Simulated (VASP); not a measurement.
Input of a VASP 6.6.1 run:

File INCAR:

```
SYSTEM = MnS
ALGO = Normal
EDIFF = 1E-7
ENCUT = 520
GGA = PE
ISIF = 2
ISMEAR = 0
LASPH = .True.
LCHARG = .False.
LREAL = .False.
LWAVE = .False.
NBANDS = 16
NELM = 60
PREC = Accurate
SIGMA = 0.05
```

Contents of KPOINTS:

```
k-points
0
Gamma
  12 12 12
  0 0 0
```

The input POSCAR:

```
MnS
1.0
    0.0000000000      2.3615296015      2.3615296015
    2.3615296015      0.0000000000      2.3615296015
    2.3615296015      2.3615296015      0.0000000000
Mn S
1 1
Direct
    0.0000000000      0.0000000000      0.0000000000
    0.5000000000      0.5000000000      0.5000000000
```

Potentials or basis: VASP PAW PBE potentials, release 64 (Mn_pv, S).

Run with:

```sh
$ cat potpaw_PBE.64/Mn_pv/POTCAR potpaw_PBE.64/S/POTCAR > POTCAR
$ mpirun -np 1 vasp_std > vasp.out
```

Problem. What does it give for the pressure?

Solution. -2.8 GPa.

Caveat: the run has no spin polarisation, though such a crystal can be magnetic; semilocal functionals often make such compounds metallic where correlation or magnetic order opens a gap, which also shifts bond lengths. Spin polarisation is off, so any magnetic state and its effect on volume and gap are missing.
